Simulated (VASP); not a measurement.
Here is a VASP 6.6.1 calculation.

Contents of INCAR:

```
  PREC = Accurate
  ENCUT = 520
  EDIFF = 1E-6
  ISMEAR = 0
  SIGMA = 0.03
  LREAL = False
  LASPH = True
  NELM = 60
  ALGO = Normal
  ISIF = 2
  LWAVE = False
  LCHARG = True
  GGA = PS
  LELF = True
  LVHAR = True
  NBANDS = 16
```

File KPOINTS:

```
Automatic mesh
0
Gamma
  12 12 12
```

POSCAR

```
Si
1.0
   -3.3367824588      3.3367824588      1.8512469082
    3.3367824588     -3.3367824588      1.8512469082
    3.3367824588      3.3367824588     -1.8512469082
Si
4
Direct
    0.1787304307      0.1787304307      0.3574608614
    0.8212695693      0.8212695693      0.6425391386
    0.1787304307      0.8212695693      0.0000000000
    0.8212695693      0.1787304307      0.0000000000
```

Potentials or basis: VASP PAW PBE potentials, release 64 (Si).

Command:

```console
$ cat potpaw_PBE.64/Si/POTCAR > POTCAR
$ mpirun -np 1 vasp_std > vasp.out
```

Predict the pressure.

2.9 GPa.

Predict the band gap on the k mesh.

0.11 eV (least direct gap 0.77 eV).

Forces on the atoms (eV/Å):
```
Si  -0.323 -0.323  0.000
Si   0.323  0.323  0.000
Si   0.323 -0.323  0.000
Si  -0.323  0.323  0.000
```

Caveat: the stress differs along the axes, from 0 to 8 GPa; the PAW data sets were made with another functional, which shifts forces and pressure a little. A k mesh can miss the band edges.
